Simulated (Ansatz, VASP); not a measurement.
Two plane-wave programs on W

File INCAR:

```
PREC     = Accurate       # precision mode
ENCUT    = 520            # plane-wave cutoff, eV
EDIFF    = 1E-6           # SCF threshold, eV
ISMEAR   = 0              # smearing method
SIGMA    = 0.1            # smearing width, eV
LREAL    = F              # projectors in reciprocal space
LASPH    = T              # aspherical terms in the spheres
NELM     = 80             # most SCF steps
ALGO     = Fast           # electronic algorithm
ISIF     = 2              # what is computed and relaxed
LWAVE    = F              # write WAVECAR
LCHARG   = F              # write CHGCAR
GGA      = PE             # functional
NBANDS   = 13             # bands
```

Contents of KPOINTS:

```
Automatic mesh
0
Gamma
  8 8 8
```

The input POSCAR:

```
W
1.0
    0.0000000000      2.1875796400      2.2139034000
    1.6881542600      0.0000000000      2.2139034000
    1.6881542600      2.1875796400      0.0000000000
W
1
Direct
    0.0000000000      0.0000000000      0.0000000000
```

Input for Ansatz:

```yaml
crystal:
  lattice:
    - [0.0, 2.18757964, 2.2139034]
    - [1.68815426, 0.0, 2.2139034]
    - [1.68815426, 2.18757964, 0.0]
  atoms:
    - { symbol: W, position: [0.0, 0.0, 0.0] }
basis:
  ecutwfc: 420
kpoints:
  mp_grid: { grid: [8, 8, 8] }
hamiltonian:
  xc: pbe
scf:
  occupations: { method: gaussian, width: 0.1 }
  lower_state_search: "off"
output:
  forces: true
  stress: true
  eigenvalues: true
```

Alike in both runs: task single point; functional PBE; k mesh 8 × 8 × 8; occupations gaussian, width 0.1 eV; no spin polarisation.

```csv
,VASP,Ansatz
version,VASP 6.6.1,Ansatz 0.2.0
potentials or method,"VASP PAW PBE potentials, release 64 (W_sv), cutoff 520 eV","scalar-relativistic, plane waves, PAW"
valence electrons in the cell,14,14
```

```csv
,VASP,Ansatz,Ansatz less VASP
gap on the k mesh at the Fermi level (eV),none,none,-
pressure (GPa),-2.2,-2.7,-0.47
"traceless stress, the component that is largest in VASP (GPa)",-14.47,-14.55,-0.087
```

A gap of «none» marks a metal or a gap that the smearing closes.

Spin-orbit coupling is off throughout.
